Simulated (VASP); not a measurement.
KTaO3:

```
K Ta O
1.0
     4.02442    0.00000    0.00000
     0.00000    4.02442    0.00000
     0.00000    0.00000    4.02442
K Ta O
1 1 3
Direct
  0.00000 0.00000 0.00000
  0.50000 0.50000 0.50000
  0.50000 0.50000 0.00000
  0.50000 0.00000 0.50000
  0.00000 0.50000 0.50000
```

| Item | Value |
| --- | --- |
| Program | VASP 6.6.1 |
| Task | relaxation of cell and atoms |
| Functional | LDA |
| Potentials or basis | VASP PAW LDA potentials, release 64 (K_sv, Ta_pv, O) |
| Cutoff | 600 eV |
| k mesh | 6 × 6 × 6 |
| Occupations | fermi-dirac, width 0.02 eV |
| Spin | no spin polarisation |

At the start: pressure -9.6 GPa; volume 13.04 Å³/atom.

Where does the relaxation end?

Over 4 steps the energy falls by 19.8 meV/atom and the volume is 12.40 Å³/atom (-4.8 %); space group Pm-3m (No. 221, to 0.05 Å).

The path:
| step | energy change (eV) | largest force (eV/Å) | pressure (GPa) | volume (Å³) |
| --- | --- | --- | --- | --- |
| 1 | 0.0000 | 0.0000 | -9.64 | 65.18 |
| 2 | 0.0963 | 0.0000 | 16.76 | 58.06 |
| 3 | -0.0992 | 0.0000 | -0.17 | 62.08 |
| 4 | -0.0992 | 0.0000 | 0.02 | 62.02 |

Final structure:
```xyz
5
Lattice="3.9583 0.0000 0.0000 0.0000 3.9583 0.0000 0.0000 0.0000 3.9583" Properties=species:S:1:pos:R:3 pbc="T T T"
K     0.0000    0.0000    0.0000
Ta    1.9792    1.9792    1.9792
O     1.9792    1.9792    0.0000
O     1.9792    0.0000    1.9792
O     0.0000    1.9792    1.9792
```
